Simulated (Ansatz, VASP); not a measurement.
# Two plane-wave programs on ZnS

Contents of INCAR:

```
SYSTEM = ZnS
PREC = Accurate ; ENCUT = 500
EDIFF = 1E-6 ; ISMEAR = 0
SIGMA = 0.1 ; LREAL = .False.
LASPH = .True. ; NELM = 120
ALGO = Normal ; ISIF = 2
LWAVE = .False. ; LCHARG = .False.
GGA = PS ; NBANDS = 16
GGA_COMPAT = .False.
```

File KPOINTS:

```
Automatic mesh
0
Gamma
  6 6 6
  0 0 0
```

Contents of POSCAR:

```
ZnS
1.0
    0.0000000000      2.7020000000      2.7020000000
    2.7020000000      0.0000000000      2.7020000000
    2.7020000000      2.7020000000      0.0000000000
Zn S
1 1
Direct
    0.0000000000      0.0000000000      0.0000000000
    0.2500000000      0.2500000000      0.2500000000
```

Input for Ansatz:

```yaml
crystal:
  lattice:
    - [0.0, 2.702, 2.702]
    - [2.702, 0.0, 2.702]
    - [2.702, 2.702, 0.0]
  atoms:
    - { symbol: Zn, position: [0.0, 0.0, 0.0] }
    - { symbol: S, position: [0.25, 0.25, 0.25] }
basis:
  ecutwfc: 420
kpoints:
  mp_grid: { grid: [6, 6, 6] }
hamiltonian:
  xc: pbesol
scf:
  occupations: { method: gaussian, width: 0.1 }
output:
  forces: true
  stress: true
  eigenvalues: true
```

Alike in both runs: task single point; functional PBEsol; k mesh 6 × 6 × 6; occupations gaussian, width 0.1 eV; no spin polarisation.

|  | VASP | Ansatz |
| --- | --- | --- |
| version | VASP 6.6.1 | Ansatz 0.2.0 |
| potentials or method | VASP PAW PBE potentials, release 64 (Zn, S), cutoff 500 eV | scalar-relativistic, plane waves, PAW |
| valence electrons in the cell | 18 | 18 |

|  | VASP | Ansatz | Ansatz less VASP |
| --- | --- | --- | --- |
| gap on the k mesh at the Fermi level (eV) | 1.98 | 1.97 | -0.005 |
| least direct gap on the mesh (eV) | 1.98 | 1.97 | -0.005 |
| pressure (GPa) | -1.8 | -2.0 | -0.17 |

VASP's potentials were made for PBE, not for PBEsol. The functional is the same, so the differences come from potentials, cutoffs and numerics.
